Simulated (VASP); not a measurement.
# Fe4Si (Fmmm) in VASP: notebook

Runs on Fe4Si. Level: PBEsol. Tasks: single point.

Program: VASP 6.6.1. These are calculated values, not measurements. Logs are shortened: lines on timing, memory, paths and dates and some standing lists are left out, and cuts for length are marked.

### Step 1. The cell of the first run

The structure is orthorhombic, space group Fmmm (No. 69). The conventional cell has a = 3.044 Å, b = 4.055 Å, c = 18.933 Å, α = 90.00°, β = 90.00°, γ = 90.00°. Within 3.1 Å of Fe (site symmetry mm2) lie 4 Si at 2.34 to 2.70 Å and 10 Fe at 2.49 to 3.04 Å. Within 3.3 Å of Fe (site symmetry mm2) lie 14 Fe at 2.49 to 3.04 Å. Si (site symmetry mmm) has 8 Fe at 2.34 to 2.70 Å and 6 Si at 2.54 to 3.04 Å within 3.1 Å.

### Step 2. Single point, PBEsol, collinear spin, ferromagnetic start

Input file INCAR:

```
SYSTEM = Fe4Si
PREC = Accurate
ENCUT = 520
EDIFF = 1E-6
ISMEAR = -1
SIGMA = 0.05
LREAL = .FALSE.
LASPH = .TRUE.
NELM = 150
ALGO = Normal
ISIF = 2
LWAVE = .FALSE.
LCHARG = .FALSE.
ISPIN = 2
MAGMOM = 2.25 2.25 2.25 2.25 0
LORBIT = 11
NUPDOWN = 9.0
LMAXMIX = 4
GGA = PS
NBANDS = 30
```

Input file KPOINTS:

```
Automatic mesh
0
G
  9 9 9
  0 0 0
```

Input file POSCAR:

```
Fe4Si
1.0
    0.0000000000      2.0276100000      9.4663410000
    1.5219040000      0.0000000000      9.4663410000
    1.5219040000      2.0276100000      0.0000000000
Fe Si
4 1
Direct
    0.5940690000      0.5940690000      0.4059310000
    0.1979710000      0.1979710000      0.8020290000
    0.8020290000      0.8020290000      0.1979710000
    0.4059310000      0.4059310000      0.5940690000
    0.0000000000      0.0000000000      0.0000000000
```

Potentials or basis: VASP PAW PBE potentials, release 64 (Fe, Si).

Command:

```bash
> cat potpaw_PBE.64/Fe/POTCAR potpaw_PBE.64/Si/POTCAR > POTCAR
> mpirun -np 1 vasp_std > vasp.out
```

OUTCAR:

```text
SYSTEM = Fe4Si
   PREC = Accurate
   ENCUT = 520
   EDIFF = 1E-6
   ISMEAR = -1
   LREAL = .FALSE.
   LASPH = .TRUE.
   NELM = 150
   ISIF = 2
   ISPIN = 2
   LORBIT = 11
   NUPDOWN = 9.0
   GGA = PS

 ion  position               nearest neighbor table
   1  0.594  0.594  0.406-   5 2.34   5 2.34   2 2.49   2 2.49   5 2.70   5 2.70   2 2.83   2 2.83

   2  0.198  0.198  0.802-   1 2.49   1 2.49   3 2.49   3 2.49   1 2.83   1 2.83   3 2.83   3 2.83

   3  0.802  0.802  0.198-   4 2.49   4 2.49   2 2.49   2 2.49   4 2.83   4 2.83   2 2.83   2 2.83

   4  0.406  0.406  0.594-   5 2.34   5 2.34   3 2.49   3 2.49   5 2.70   5 2.70   3 2.83   3 2.83

   5  0.000  0.000  0.000-   1 2.34   1 2.34   4 2.34   4 2.34   4 2.70   1 2.70   1 2.70   4 2.70

  LATTYP: Found a face centered orthorhombic cell.
 ALAT       =     3.0438080000
 B/A-ratio  =     1.3322850850
 C/A-ratio  =     6.2200644719

  Lattice vectors:

 A1 = (   0.0000000000,   2.0276100000,   9.4663410000)
 A2 = (   1.5219040000,   0.0000000000,   9.4663410000)
 A3 = (   1.5219040000,   2.0276100000,   0.0000000000)

Analysis of symmetry for initial positions (statically):
=====================================================================
 Subroutine PRICEL returns:
 Original cell was already a primitive cell.

 Routine SETGRP: Setting up the symmetry group for a
 face centered orthorhombic supercell.

 Subroutine GETGRP returns: Found  8 space group operations
 (whereof  8 operations were pure point group operations)
 out of a pool of  8 trial point group operations.

The static configuration has the point symmetry D_2h.

Analysis of symmetry for dynamics (positions and initial velocities):
=====================================================================
 Subroutine PRICEL returns:
 Original cell was already a primitive cell.

 Routine SETGRP: Setting up the symmetry group for a
 face centered orthorhombic supercell.

 Subroutine GETGRP returns: Found  8 space group operations
 (whereof  8 operations were pure point group operations)
 out of a pool of  8 trial point group operations.

The dynamic configuration has the point symmetry D_2h.

Analysis of structural, dynamic, and magnetic symmetry:
=====================================================================
 Subroutine PRICEL returns:
 Original cell was already a primitive cell.

 Routine SETGRP: Setting up the symmetry group for a
 face centered orthorhombic supercell.

 Subroutine GETGRP returns: Found  8 space group operations
 (whereof  8 operations were pure point group operations)
 out of a pool of  8 trial point group operations.
[... 137 lines left out ...]
   LRPA    =     F    only Hartree local field effects (RPA)
 spin polarized calculation
  energy-cutoff  :      520.00
  volume of cell :       58.42
 maximum number of plane-waves:      1601
   NGX = 35   NGY = 35   NGZ =  9

 number of electron      36.0000007 magnetization       9.0000003

 Free energy of the ion-electron system (eV)
  ---------------------------------------------------
  ext. energy  EPLUGINS =         0.00000000
  ---------------------------------------------------
  free energy    TOTEN  =       -41.79952356 eV

  energy without entropy =      -41.77099461  energy(sigma->0) =      -41.78525908

 E-fermi :   7.1084     XC(G=0): -12.9016

 val. band max:        7.1859954017   @ k =  -0.3333   0.2222  -0.0000
 cond. band min:       7.1142160408   @ k =   0.3333   0.1111   0.0000
 fundamental gap:     -0.0717793609
 Fermi energy:         7.1926121626

 spin component 1

 k-point     1 :       0.0000    0.0000    0.0000
  band No.  band energies     occupation
      1      -6.2989      1.00000
      2      -0.9688      1.00000
      3      -0.4964      1.00000
      4       1.9824      1.00000
      5       2.2451      1.00000
      6       3.4981      1.00000
[... 781 lines left out ...]
     29      17.0606      0.00000
     30      18.4875      0.00000

 [... further k-points ...]

 spin component 2

 k-point     1 :       0.0000    0.0000    0.0000
  band No.  band energies     occupation
      1      -6.3044      1.00000
      2      -0.7514      1.00000
      3      -0.2135      1.00000
      4       2.9126      1.00000
      5       3.1027      1.00000
      6       5.2779      1.00000
[... 781 lines left out ...]
     29      17.0275      0.00000
     30      19.0959      0.00000

 [... further k-points ...]

------------------------ aborting loop because EDIFF is reached ----------------------------------------

  FORCE on cell =-STRESS in cart. coord.  units (eV):
  Direction    XX          YY          ZZ          XY          YZ          ZX
  --------------------------------------------------------------------------------------
  -------------------------------------------------------------------------------------
  Total       -2.7955083     -3.2041767     -2.9364965      0.0000000      0.0000000      0.0000000
  in kB      -76.6633061    -87.8705252    -80.5297294      0.0000000      0.0000000      0.0000000
  external PRESSURE =     -81.6878535 kB  Pullay stress =       0.0000000 kB

 VOLUME and BASIS-vectors are now :
 -----------------------------------------------------------------------------
  energy-cutoff  :      520.00
  volume of cell :       58.42
      direct lattice vectors                 reciprocal lattice vectors
     0.000000000  2.027610000  9.466341000    -0.328535834  0.246595746  0.052818718
     1.521904000  0.000000000  9.466341000     0.328535834 -0.246595746  0.052818718
     1.521904000  2.027610000  0.000000000     0.328535834  0.246595746 -0.052818718

 POSITION                                       TOTAL-FORCE (eV/Angst)
 -----------------------------------------------------------------------------------
      1.52190      2.02761     11.24732         0.000000      0.000000      0.143285
      1.52190      2.02761      3.74812         0.000000      0.000000      0.047554
      1.52190      2.02761     15.18456         0.000000      0.000000     -0.047554
      1.52190      2.02761      7.68536         0.000000      0.000000     -0.143285
      0.00000      0.00000      0.00000         0.000000      0.000000      0.000000
 -----------------------------------------------------------------------------------
    total drift:                               -0.000000     -0.000000      0.000000

  FREE ENERGIE OF THE ION-ELECTRON SYSTEM (eV)
  ---------------------------------------------------
  free  energy   TOTEN  =       -41.7995235586 eV

  energy  without entropy=      -41.7709946074  energy(sigma->0) =      -41.78525908

 total charge

# of ion       s       p       d       tot
------------------------------------------
    1        0.461   0.548   6.346   7.355
    2        0.464   0.492   6.182   7.137
    3        0.464   0.492   6.182   7.137
    4        0.461   0.548   6.346   7.355
    5        0.741   0.901   0.000   1.642
--------------------------------------------------
tot          2.589   2.981  25.056  30.626

 magnetization (x)

# of ion       s       p       d       tot
------------------------------------------
    1       -0.006  -0.016   2.003   1.981
    2       -0.008  -0.045   2.606   2.553
    3       -0.008  -0.045   2.606   2.553
    4       -0.006  -0.016   2.003   1.981
    5       -0.010  -0.046   0.000  -0.056
--------------------------------------------------
tot         -0.037  -0.169   9.218   9.012
```

Run time: 28 min. Hardware: 1 thread of Intel Xeon 8259CL, shared host; peak memory 0.59 GiB.

Results:

| Property | Result |
| --- | --- |
| Free energy | -41.7995 eV |
| Pressure | -8.2 GPa |
| Largest force | 0.143 eV/Å |
| Net moment | 9.00 μB per cell |
| Site moments | Fe +1.98, +2.55 (each value once); Si -0.06 μB |
| Valence electrons inside the program's atomic spheres | Fe 7.36, 7.14 (each value once); Si 1.64 |

Forces on the atoms (eV/Å):
```
Fe   0.000  0.000  0.143
Fe   0.000  0.000  0.048
Fe   0.000  0.000 -0.048
Fe   0.000  0.000 -0.143
Si   0.000  0.000  0.000
```

Caveat: the cell stands under tension; the PAW data sets were made with another functional, which shifts forces and pressure a little; the total moment is fixed, so each spin has its own Fermi level and the state may be an excited one.

### Step 3. Single point, PBEsol

Input file INCAR:

```
ALGO = Normal
EDIFF = 1E-6
ENCUT = 690
GGA = PS
GGA_COMPAT = F
ISIF = 2
ISMEAR = -1
LASPH = T
LCHARG = F
LREAL = F
LWAVE = F
NBANDS = 42
NELM = 120
PREC = Accurate
SIGMA = 0.05
```

Input file KPOINTS:

```
k-points
0
Gamma
  11 11 11
```

POSCAR is that of step 2.

Potentials or basis: VASP PAW PBE potentials, release 64 (Fe_sv, Si).

Command:

```bash
> cat potpaw_PBE.64/Fe_sv/POTCAR potpaw_PBE.64/Si/POTCAR > POTCAR
> mpirun -np 1 vasp_std > vasp.out
```

Wall time 37 min (1 thread of Intel Xeon Platinum 8488C (Sapphire Rapids), shared host); peak memory 0.83 GiB.

It converged, with:

```yaml
Free_energy: -40.4200 eV
Pressure: -25.4 GPa
Largest_force: 0.643 eV/Å
Band_gap_on_the_k_mesh: zero (bands 34 and 35 overlap by 1.20 eV)
```

Forces on the atoms (eV/Å):
```
Fe   0.000  0.000  0.643
Fe   0.000  0.000  0.106
Fe   0.000  0.000 -0.106
Fe   0.000  0.000 -0.643
Si   0.000  0.000  0.000
```

Stress tensor (GPa, compression positive):
```
-15.51   0.00   0.00
  0.00 -30.27   0.00
  0.00   0.00 -30.36
```

Levels at points of the mesh, in eV from the Fermi level:
```csv
k point,band 30,band 31,band 32,band 33,band 34,band 35,band 36,band 37,band 38,band 39
"(0.00, 0.00, 0.00)",-1.05,-0.48,-0.22,-0.14,-0.09,-0.04,-0.04,0.03,0.08,0.13
```

Caveat: the stress differs along the axes, from -30 to -16 GPa; the PAW data sets were made with another functional, which shifts forces and pressure a little; the run has no spin polarisation, though such a crystal can be magnetic. Spin polarisation is off, so any magnetic state and its effect on volume and gap are missing.

### Step 4. Single point, PBEsol, collinear spin, ferromagnetic start

This run uses another cell than the first one, of 12.15 Å³/atom.

Input file INCAR:

```
SYSTEM = Fe4Si
ALGO     = Normal         ! electronic algorithm
EDIFF    = 1E-6           ! SCF threshold, eV
ENCUT    = 520            ! plane-wave cutoff, eV
GGA      = PS             ! functional
ISIF     = 2              ! what is computed and relaxed
ISMEAR   = -1             ! smearing method
ISPIN    = 2              ! spin polarisation
LASPH    = .TRUE.         ! aspherical terms in the spheres
LCHARG   = .TRUE.         ! write CHGCAR
LELF     = .TRUE.         ! ELF
LMAXMIX  = 4              ! l up to which the mixer works
LORBIT   = 11             ! projections on sites
LREAL    = .FALSE.        ! projectors in reciprocal space
LVHAR    = .TRUE.       
LWAVE    = .FALSE.        ! write WAVECAR
MAGMOM   = 3 3 3 3 0      ! initial moments
NBANDS   = 30             ! bands
NELM     = 150            ! most SCF steps
PREC     = Accurate       ! precision mode
SIGMA    = 0.05           ! smearing width, eV
```

Input file KPOINTS:

```
k-points
0
G
  11 11 11
  0 0 0
```

Changes to POSCAR since step 3:

```diff
@@ -2,5 +2,5 @@
 1.0
-    0.0000000000      2.0276100000      9.4663410000
-    1.5219040000      0.0000000000      9.4663410000
-    1.5219040000      2.0276100000      0.0000000000
+    0.0000000000      2.0542921388      9.5909124039
+    1.5419313493      0.0000000000      9.5909124039
+    1.5419313493      2.0542921388      0.0000000000
 Fe Si
```

Potentials or basis: VASP PAW PBE potentials, release 64 (Fe, Si).

Command:

```bash
> cat potpaw_PBE.64/Fe/POTCAR potpaw_PBE.64/Si/POTCAR > POTCAR
> mpirun -np 1 vasp_std > vasp.out
```

Wall time 83 min (1 thread of Oxide Virtual Turin-like, shared host); peak memory 0.77 GiB.

It converged, with:

```
Free energy                                           : -41.6403 eV
Pressure                                              : -14.4 GPa
Largest force                                         : 0.053 eV/Å
Net moment                                            : 9.10 μB per cell
Site moments                                          : Fe +2.01, +2.60 (each value once); Si -0.06 μB
Valence electrons inside the program's atomic spheres : Fe 7.27, 7.07 (each value once); Si 1.62
```

Forces in eV/Å, atoms in the order of the input:
```
Fe   0.000  0.000  0.053
Fe   0.000  0.000  0.029
Fe   0.000  0.000 -0.029
Fe   0.000  0.000 -0.053
Si   0.000  0.000  0.000
```

Stress tensor (GPa, compression positive):
```
-14.02   0.00   0.00
  0.00 -14.47   0.00
  0.00   0.00 -14.77
```

Levels at points of the mesh, in eV from the Fermi level:
Spin up:
```
           k point  band 19  band 20  band 21  band 22  band 23  band 24  band 25  band 26  band 27  band 28
(0.00, 0.00, 0.00)    -1.38    -1.30    -1.21    -1.20    -1.14    -0.95    -0.46     6.61     8.49     8.69
```
Spin down:
| k point | band 11 | band 12 | band 13 | band 14 | band 15 | band 16 |
| --- | --- | --- | --- | --- | --- | --- |
| (0.00, 0.00, 0.00) | -0.37 | -0.35 | -0.33 | -0.16 | 0.06 | 0.86 |

Caveat: the cell stands under tension; the PAW data sets were made with another functional, which shifts forces and pressure a little.

### Step 5. Overview

| potentials or basis | spin | fixed moment (μB) | cell | k mesh | cutoff (eV) | gap on the mesh (eV) | pressure (GPa) | moment (μB) | largest force (eV/Å) |
| --- | --- | --- | --- | --- | --- | --- | --- | --- | --- |
| VASP PAW PBE potentials, release 64 (Fe, Si) | collinear, ferromagnetic start | 9.0 | a = 9.681, b = 9.588, c = 2.535 Å, angles 84.5, 80.4, 15.1°, 5 atoms | 9 × 9 × 9 | 520 | - | -8.2 | 9.00 | 0.14 |
| VASP PAW PBE potentials, release 64 (Fe_sv, Si) | off | - | a = 9.681, b = 9.588, c = 2.535 Å, angles 84.5, 80.4, 15.1°, 5 atoms | 11 × 11 × 11 | 690 | none | -25.4 | - | 0.64 |
| VASP PAW PBE potentials, release 64 (Fe, Si) | collinear, ferromagnetic start | - | a = 9.808, b = 9.714, c = 2.569 Å, angles 84.5, 80.4, 15.1°, 5 atoms | 11 × 11 × 11 | 520 | none | -14.4 | 9.10 | 0.05 |

Alike in all rows: task single point; level PBEsol; smearing fermi-dirac 0.05 eV.

Caveats: the PAW data sets were made with another functional, which shifts forces and pressure a little; the cell stands under tension (at least some runs); the total moment is fixed, so each spin has its own Fermi level and the state may be an excited one (at least some runs); the stress differs along the axes, from -30 to -16 GPa (at least some runs).

Total energies depend on the potentials used, so only differences within one code and one set of settings carry meaning.
